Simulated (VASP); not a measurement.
A run of VASP 6.6.1:

The input INCAR:

```
SYSTEM = Ti
ALGO = Normal ; EDIFF = 1E-6
ENCUT = 520 ; GGA = PE
ISIF = 2 ; ISMEAR = 1
LASPH = .TRUE. ; LCHARG = .FALSE.
LREAL = .FALSE. ; LWAVE = .FALSE.
NBANDS = 19 ; NELM = 100
PREC = Accurate ; SIGMA = 0.1
```

File KPOINTS:

```
k-points
0
G
  11 11 6
  0 0 0
```

Contents of POSCAR:

```
Ti
1.0
    2.9500000000      0.0000000000      0.0000000000
   -1.4750000000      2.5547749400      0.0000000000
    0.0000000000      0.0000000000      4.6800000000
Ti
2
Direct
    0.3333333333      0.6666666667      0.2500000000
    0.6666666667      0.3333333333      0.7500000000
```

Potentials or basis: VASP PAW PBE potentials, release 64 (Ti_sv).

Launch:

```sh
$ cat potpaw_PBE.64/Ti_sv/POTCAR > POTCAR
$ mpirun -np 1 vasp_std > vasp.out
```

Hardware: 1 thread of Intel(R) Xeon(R) Platinum 8488C (Sapphire Rapids), with other jobs on the host.

Question: Estimate the wall time of this run.

Answer: It took 22 s on 1 thread of Intel(R) Xeon(R) Platinum 8488C (Sapphire Rapids) (shared host), peak memory 0.17 GiB. Counts: scf iterations 14, k points 64.
